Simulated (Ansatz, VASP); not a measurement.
**SiO2: VASP beside Ansatz**

Contents of POSCAR:

```
SiO2
1.0
    4.9640000000      0.0000000000      0.0000000000
    0.0000000000      4.9640000000      0.0000000000
    0.0000000000      0.0000000000      6.9200000000
Si O
4 8
Direct
    0.3059460563      0.3059460563      0.0000000000
    0.1940539437      0.8059460563      0.2500000000
    0.6940539437      0.6940539437      0.5000000000
    0.8059460563      0.1940539437      0.7500000000
    0.2365625215      0.1180083043      0.1858074241
    0.3819916957      0.7365625215      0.4358074241
    0.7634374785      0.8819916957      0.6858074241
    0.6180083043      0.2634374785      0.9358074241
    0.7365625215      0.3819916957      0.5641925759
    0.8819916957      0.7634374785      0.3141925759
    0.2634374785      0.6180083043      0.0641925759
    0.1180083043      0.2365625215      0.8141925759
```

The input INCAR.step1:

```
SYSTEM = SiO2
PREC     = Accurate       ! precision mode
ENCUT    = 520            ! plane-wave cutoff, eV
ISMEAR   = -1             ! smearing method
SIGMA    = 0.02           ! smearing width, eV
LREAL    = .FALSE.        ! projectors in reciprocal space
LASPH    = .TRUE.         ! aspherical terms in the spheres
NELM     = 80             ! most SCF steps
NBANDS   = 44             ! bands
GGA      = PE             ! functional
ALGO     = Normal         ! electronic algorithm
EDIFF    = 1E-4           ! SCF threshold, eV
LWAVE    = .TRUE.         ! write WAVECAR
LCHARG   = .FALSE.        ! write CHGCAR
```

The input INCAR.step2:

```
SYSTEM = SiO2
PREC     = Accurate       ! precision mode
ENCUT    = 520            ! plane-wave cutoff, eV
EDIFF    = 1E-8           ! SCF threshold, eV
ISMEAR   = -1             ! smearing method
SIGMA    = 0.02           ! smearing width, eV
LREAL    = .FALSE.        ! projectors in reciprocal space
LASPH    = .TRUE.         ! aspherical terms in the spheres
NELM     = 80             ! most SCF steps
ALGO     = Normal         ! electronic algorithm
ISIF     = 2              ! what is computed and relaxed
LWAVE    = .FALSE.        ! write WAVECAR
LCHARG   = .FALSE.        ! write CHGCAR
METAGGA  = R2SCAN         ! meta-GGA
LMIXTAU  = .TRUE.       
LEFG     = .TRUE.       
NBANDS   = 44             ! bands
ISTART   = 1
```

KPOINTS

```
regular mesh
0
G
  5 5 4
  0 0 0
```

Input for Ansatz:

```yaml
crystal:
  lattice:
    - [4.964, 0.0, 0.0]
    - [0.0, 4.964, 0.0]
    - [0.0, 0.0, 6.92]
  atoms:
    - { symbol: Si, position: [0.3059460563, 0.3059460563, 0.0] }
    - { symbol: Si, position: [0.1940539437, 0.8059460563, 0.25] }
    - { symbol: Si, position: [0.6940539437, 0.6940539437, 0.5] }
    - { symbol: Si, position: [0.8059460563, 0.1940539437, 0.75] }
    - { symbol: O, position: [0.2365625215, 0.1180083043, 0.1858074241] }
    - { symbol: O, position: [0.3819916957, 0.7365625215, 0.4358074241] }
    - { symbol: O, position: [0.7634374785, 0.8819916957, 0.6858074241] }
    - { symbol: O, position: [0.6180083043, 0.2634374785, 0.9358074241] }
    - { symbol: O, position: [0.7365625215, 0.3819916957, 0.5641925759] }
    - { symbol: O, position: [0.8819916957, 0.7634374785, 0.3141925759] }
    - { symbol: O, position: [0.2634374785, 0.6180083043, 0.0641925759] }
    - { symbol: O, position: [0.1180083043, 0.2365625215, 0.8141925759] }
kpoints:
  mp_grid: { grid: [5, 5, 4] }
scf:
  occupations: { method: fermi_dirac, width: 0.02 }
hamiltonian:
  xc: r2scan
  pseudopotentials: { kind: paw }
output:
  forces: true
  stress: true
  populations: true
  efg: { quadrupole_moments_barn: { O: -0.02558 }, contact_densities: true }
  write_density: true
  write_potential: true
  elf: true
  volumetric_format: npy
```

Alike in both runs: task electric field gradients; functional r2SCAN; k mesh 5 × 5 × 4; occupations fermi-dirac, width 0.02 eV; no spin polarisation.

|  | VASP | Ansatz |
| --- | --- | --- |
| version | VASP 6.6.1 | Ansatz 0.2.0 |
| potentials or method | VASP PAW PBE potentials, release 64 (Si, O) | plane-wave PAW, scalar-relativistic |
| plane-wave cutoff (eV) | 520 | 500 |
| valence electrons in the cell | 64 | 64 |

```csv
,VASP,Ansatz,Ansatz less VASP
gap on the k mesh at the Fermi level (eV),6.27,6.27,0.000
pressure (GPa),-3.3,-3.5,-0.19
"traceless stress, the component that is largest in VASP (GPa)",-0.49,-0.47,+0.024
rms of the force components (eV/Å),0.142,0.141,-0.0013
size of Vzz on the site where it differs most (V/Å²),88.4,92.9,+4.55
```

VASP's potentials were made for PBE, not for r2SCAN. Atom by atom the forces differ by 0.009 eV/Å (rms over components).
